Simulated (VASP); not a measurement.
# ScAl (Pm-3m) in VASP: further runs

Runs on ScAl. Level: LDA. Tasks: electric field gradients.

Program: VASP 6.6.1. These are calculated values, not measurements. Logs are shortened: lines on timing, memory, paths and dates and some standing lists are left out, and cuts for length are marked.

## Step 1: The cell of the first run

Symmetry: Pm-3m, No. 221, cubic system. The conventional cell has a = 3.370 Å, b = 3.370 Å, c = 3.370 Å, α = 90.00°, β = 90.00°, γ = 90.00°. Sc (site symmetry m-3m) has 8 Al at 2.92 Å and 6 Sc at 3.37 Å within 3.8 Å. Within 3.8 Å of Al (site symmetry m-3m) lie 8 Sc at 2.92 Å and 6 Al at 3.37 Å.

## Step 2: Electric field gradients, LDA

Input file INCAR:

```
PREC     = Accurate       # precision mode
ENCUT    = 520            # plane-wave cutoff, eV
EDIFF    = 1E-8           # SCF threshold, eV
ISMEAR   = -1             # smearing method
SIGMA    = 0.05           # smearing width, eV
LREAL    = False          # projectors in reciprocal space
LASPH    = True           # aspherical terms in the spheres
NELM     = 100            # most SCF steps
ALGO     = Normal         # electronic algorithm
ISIF     = 2              # what is computed and relaxed
LWAVE    = False          # write WAVECAR
LCHARG   = False          # write CHGCAR
LEFG     = True         
NBANDS   = 14             # bands
```

Input file KPOINTS:

```
regular mesh
0
Gamma
  10 10 10
```

Input file POSCAR:

```
ScAl
1.0
    3.3703489700      0.0000000000      0.0000000000
    0.0000000000      3.3703489700      0.0000000000
    0.0000000000      0.0000000000      3.3703489700
Sc Al
1 1
Direct
    0.5000000000      0.5000000000      0.5000000000
    0.0000000000      0.0000000000      0.0000000000
```

Potentials or basis: VASP PAW LDA potentials, release 64 (Sc_sv, Al).

The run is started by

```
$ cat potpaw_LDA.64/Sc_sv/POTCAR potpaw_LDA.64/Al/POTCAR > POTCAR
$ mpirun -np 1 vasp_std > vasp.out
```

OUTCAR:

```text
PREC = Accurate
   ENCUT = 520
   EDIFF = 1E-8
   ISMEAR = -1
   LREAL = False
   LASPH = True
   NELM = 100
   ISIF = 2

 ion  position               nearest neighbor table
   1  0.500  0.500  0.500-   2 2.92   2 2.92   2 2.92   2 2.92   2 2.92   2 2.92   2 2.92   2 2.92

   2  0.000  0.000  0.000-   1 2.92   1 2.92   1 2.92   1 2.92   1 2.92   1 2.92   1 2.92   1 2.92

  LATTYP: Found a simple cubic cell.
 ALAT       =     3.3703489700

  Lattice vectors:

 A1 = (   3.3703489700,   0.0000000000,   0.0000000000)
 A2 = (   0.0000000000,   3.3703489700,   0.0000000000)
 A3 = (   0.0000000000,   0.0000000000,   3.3703489700)

Analysis of symmetry for initial positions (statically):
=====================================================================
 Subroutine PRICEL returns:
 Original cell was already a primitive cell.

 Routine SETGRP: Setting up the symmetry group for a
 simple cubic supercell.

 Subroutine GETGRP returns: Found 48 space group operations
 (whereof 48 operations were pure point group operations)
 out of a pool of 48 trial point group operations.

The static configuration has the point symmetry O_h .

Analysis of symmetry for dynamics (positions and initial velocities):
=====================================================================
 Subroutine PRICEL returns:
 Original cell was already a primitive cell.

 Routine SETGRP: Setting up the symmetry group for a
 simple cubic supercell.

 Subroutine GETGRP returns: Found 48 space group operations
 (whereof 48 operations were pure point group operations)
 out of a pool of 48 trial point group operations.

The dynamic configuration has the point symmetry O_h .

 Subroutine INISYM returns: Found 48 space group operations
 (whereof 48 operations are pure point group operations),
 and found     1 'primitive' translations

----------------------------------------------------------------------------------------

                                     Primitive cell

  volume of cell :      38.2846

  direct lattice vectors                    reciprocal lattice vectors
     3.370348970  0.000000000  0.000000000     0.296705181  0.000000000  0.000000000
     0.000000000  3.370348970  0.000000000     0.000000000  0.296705181  0.000000000
     0.000000000  0.000000000  3.370348970     0.000000000  0.000000000  0.296705181

  length of vectors
     3.370348970  3.370348970  3.370348970     0.296705181  0.296705181  0.296705181

  position of ions in fractional coordinates (direct lattice)
     0.500000000  0.500000000  0.500000000
     0.000000000  0.000000000  0.000000000

  ion indices of the primitive-cell ions
   primitive index   ion index
                 1           1
                 2           2

----------------------------------------------------------------------------------------

 KPOINTS: regular mesh

Automatic generation of k-mesh.
 Grid dimensions read from file:
 generate k-points for:   10   10   10

 Generating k-lattice:

  Cartesian coordinates                     Fractional coordinates (reciprocal lattice)
     0.029670518  0.000000000  0.000000000     0.100000000  0.000000000  0.000000000
     0.000000000  0.029670518  0.000000000     0.000000000  0.100000000  0.000000000
     0.000000000  0.000000000  0.029670518     0.000000000  0.000000000  0.100000000

  Length of vectors
     0.029670518  0.029670518  0.029670518

  Shift w.r.t. Gamma in fractional coordinates (k-lattice)
     0.000000000  0.000000000  0.000000000

 Subroutine IBZKPT returns following result:
 ===========================================

 Found     56 irreducible k-points:

 Following reciprocal coordinates:
            Coordinates               Weight
  0.000000  0.000000  0.000000      1.000000
  0.100000  0.000000  0.000000      6.000000
  0.200000  0.000000  0.000000      6.000000
  0.300000  0.000000  0.000000      6.000000
  0.400000  0.000000  0.000000      6.000000
  0.500000  0.000000  0.000000      3.000000
[... 16 lines left out ...]
  0.200000  0.100000  0.100000     24.000000
  0.300000  0.100000  0.100000     24.000000
 [... further k-points ...]
   k-points           NKPTS =     56   k-points in BZ     NKDIM =     56   number of bands    NBANDS=     14
   number of dos      NEDOS =    301   number of ions     NIONS =      2
   total plane-waves  NPLWV =  21952
   dimension x,y,z NGX =    28 NGY =   28 NGZ =   28
   dimension x,y,z NGXF=    56 NGYF=   56 NGZF=   56
   ions per type =               1   1
   NGX,Y,Z   is equivalent  to a cutoff of  13.81, 13.81, 13.81 a.u.
   NGXF,Y,Z  is equivalent  to a cutoff of  27.62, 27.62, 27.62 a.u.
 SYSTEM =  unknown system
   PREC   = accura    normal or accurate (medium, high low for compatibility)
   ISTART =      0    job   : 0-new  1-cont  2-samecut
   ICHARG =      2    charge: 1-file 2-atom 10-const
   ISPIN  =      1    spin polarized calculation?
   LNONCOLLINEAR =      F non collinear calculations
   LSORBIT =      F    spin-orbit coupling
   LASPH  =      T    aspherical Exc in radial PAW
   ENCUT  =  520.0 eV  38.22 Ry    6.18 a.u.   6.27  6.27  6.27*2*pi/ulx,y,z
   NELM   =    100;   NELMIN=  2; NELMDL= -5     # of ELM steps
   EDIFF  = 0.1E-07   stopping-criterion for ELM
   LREAL  =      F    real-space projection
   EDIFFG = 0.1E-06   stopping-criterion for IOM
   NSW    =      0    number of steps for IOM
   IBRION =     -1    ionic relax: 0-MD 1-quasi-New 2-CG
   NFREE  =      0    steps in history (QN), initial steepest desc. (CG)
   ISIF   =      2    stress and relaxation
   ISYM   =      2    0-nonsym 1-usesym 2-fastsym
   POTIM  = 0.5000    time-step for ionic-motion
   TEBEG  =    0.0;   TEEND  =   0.0 temperature during run
   PSTRESS=    0.0 pullay stress
   NELECT =      14.0000    total number of electrons
   NUPDOWN=      -1.0000    fix difference up-down
   EMIN   =  10.00;   EMAX   =-10.00  energy-range for DOS
   EFERMI =   0.00;   METHOD = LEGACY
   ISMEAR =    -1;   SIGMA  =   0.05  broadening in eV -4-tet -1-fermi 0-gaus
   EFERMI_NEDOS =   21; number of points for ismear=-14 and -15
   IALGO  =     38    algorithm
   IMIX   =      4    mixing-type and parameters
     AMIX     =   0.40;   BMIX     =  1.00
     AMIX_MAG =   1.60;   BMIX_MAG =  1.00
  volume/ion in A,a.u.               =      19.14       129.18
  Fermi-wavevector in a.u.,A,eV,Ry     =   1.170692  2.212287 18.647052  1.370520
  Thomas-Fermi vector in A             =   2.307147
   LORBIT       =      0    0 simple, 1 ext, 2 COOP (PROOUT), +10 PAW based schemes
   GGA     = CA    functional components
   LHFCALC =     F    Hartree Fock is set to
   AEXX    =    0.0000 exact exchange contribution
   IVDW    =     0    specifies the selected vdW correction
   LEPSILON=     F    determine dielectric tensor
   LRPA    =     F    only Hartree local field effects (RPA)
 non-spin polarized calculation
  energy-cutoff  :      520.00
  volume of cell :       38.28
 maximum number of plane-waves:      1064
 NGX is ok and might be reduce to    28
   NGX = 13   NGY = 13   NGZ = 13

 number of electron      14.0000002 magnetization

 Free energy of the ion-electron system (eV)
  ---------------------------------------------------
  ext. energy  EPLUGINS =         0.00000000
  ---------------------------------------------------
  free energy    TOTEN  =       -11.86575580 eV

  energy without entropy =      -11.85885339  energy(sigma->0) =      -11.86230459

 E-fermi :   5.8436     XC(G=0): -10.5339

 val. band max:        5.8172528506   @ k =   0.5000   0.5000   0.2000
 cond. band min:       5.8654506847   @ k =   0.4000   0.4000   0.0000
 fundamental gap:      0.0481978340
 Fermi energy:         5.8436177478

 k-point     1 :       0.0000    0.0000    0.0000
  band No.  band energies     occupation
      1     -43.0171      2.00000
      2     -21.9435      2.00000
      3     -21.9435      2.00000
      4     -21.9435      2.00000
      5      -2.5820      2.00000
      6       5.1541      2.00000
      7       5.1541      2.00000
      8       8.4760      0.00000
      9       8.4760      0.00000
     10       8.4760      0.00000
     11       9.5636      0.00000
     12       9.5636      0.00000
     13       9.5636      0.00000
     14      14.4897      0.00000
[... 375 lines left out ...]
 k-point    24 :       0.3000    0.1000    0.1000
  band No.  band energies     occupation
      1     -43.0040      2.00000
      2     -22.0611      2.00000
      3     -21.9491      2.00000
      4     -21.9473      2.00000
      5      -1.1049      2.00000
      6       3.5566      2.00000
      7       5.5263      1.99650
      8       6.8011      0.00000
      9       6.8213      0.00000
     10       8.1860      0.00000
     11       9.2236      0.00000
     12      11.3914      0.00000
     13      11.5780      0.00000
     14      13.8501      0.00000

 [... further k-points ...]
[... 5 lines left out ...]
  --------------------------------------------------------------------------------------
  -------------------------------------------------------------------------------------
  Total       -1.0171503     -1.0171503     -1.0171503     -0.0000000      0.0000000      0.0000000
  in kB      -42.5668098    -42.5668098    -42.5668098     -0.0000000      0.0000000      0.0000000
  external PRESSURE =     -42.5668098 kB  Pullay stress =       0.0000000 kB

 VOLUME and BASIS-vectors are now :
 -----------------------------------------------------------------------------
  energy-cutoff  :      520.00
  volume of cell :       38.28
      direct lattice vectors                 reciprocal lattice vectors
     3.370348970  0.000000000  0.000000000     0.296705181  0.000000000  0.000000000
     0.000000000  3.370348970  0.000000000     0.000000000  0.296705181  0.000000000
     0.000000000  0.000000000  3.370348970     0.000000000  0.000000000  0.296705181

 POSITION                                       TOTAL-FORCE (eV/Angst)
 -----------------------------------------------------------------------------------
      1.68517      1.68517      1.68517         0.000000      0.000000      0.000000
      0.00000      0.00000      0.00000         0.000000      0.000000      0.000000
 -----------------------------------------------------------------------------------
    total drift:                                0.000000      0.000000      0.000000

  FREE ENERGIE OF THE ION-ELECTRON SYSTEM (eV)
  ---------------------------------------------------
  free  energy   TOTEN  =       -11.8657557993 eV

  energy  without entropy=      -11.8588533879  energy(sigma->0) =      -11.86230459

 Electric field gradients (V/A^2)
---------------------------------------------------------------------
 ion       V_xx      V_yy      V_zz      V_xy      V_xz      V_yz
---------------------------------------------------------------------
   1       0.000     0.000    -0.000    -0.000    -0.000    -0.000
   2      -0.000    -0.000     0.000    -0.000     0.000    -0.000
---------------------------------------------------------------------

 Electric field gradients after diagonalization (V/A^2)
 (convention: |V_zz| > |V_xx| > |V_yy|)
----------------------------------------------------------------------
 ion       V_xx      V_yy      V_zz     asymmetry (V_yy - V_xx)/ V_zz
----------------------------------------------------------------------
   1      -0.000     0.000     0.000       1.222
   2       0.000    -0.000    -0.000       0.631
----------------------------------------------------------------------

           NMR quadrupolar parameters

 Cq : quadrupolar parameter    Cq=e*Q*V_zz/h
 eta: asymmetry parameters     (V_yy - V_xx)/ V_zz
 Q  : nuclear electric quadrupole moment in mb (millibarn)
----------------------------------------------------------------------
 ion       Cq(MHz)       eta       Q (mb)
----------------------------------------------------------------------
   1       0.000       1.222       1.000
   2      -0.000       0.631       1.000
----------------------------------------------------------------------
```

Wall time 22 s (1 thread of Intel Xeon Platinum 8375C at 2.90GHz (Ice Lake), shared host); peak memory 0.16 GiB.

Results:

* Free energy: -11.8658 eV
* Pressure: -4.3 GPa
* Band gap on the k mesh: zero (bands 7 and 8 overlap by 1.11 eV)
* Largest electric field gradient by atom: under 0.05 V/Å² on every atom

Levels at points of the mesh, in eV from the Fermi level:
```tsv
k point	band 4	band 5	band 6	band 7	band 8	band 9	band 10	band 11
(0.00, 0.00, 0.00)	-27.79	-8.43	-0.69	-0.69	2.63	2.63	2.63	3.72
(0.50, 0.00, 0.00)	-27.77	-5.65	-4.52	0.22	0.72	0.72	2.86	3.74
(0.50, 0.50, 0.00)	-27.75	-4.73	-1.80	-1.80	-0.84	1.47	1.47	3.62
(0.50, 0.50, 0.50)	-27.92	-2.55	-2.55	-2.55	-0.54	2.96	2.96	2.96
```

Caveat: the cell stands under tension.

[end of part 1 of 2]

The gap in the log of VASP goes by the Fermi energy; the results here count the filled bands.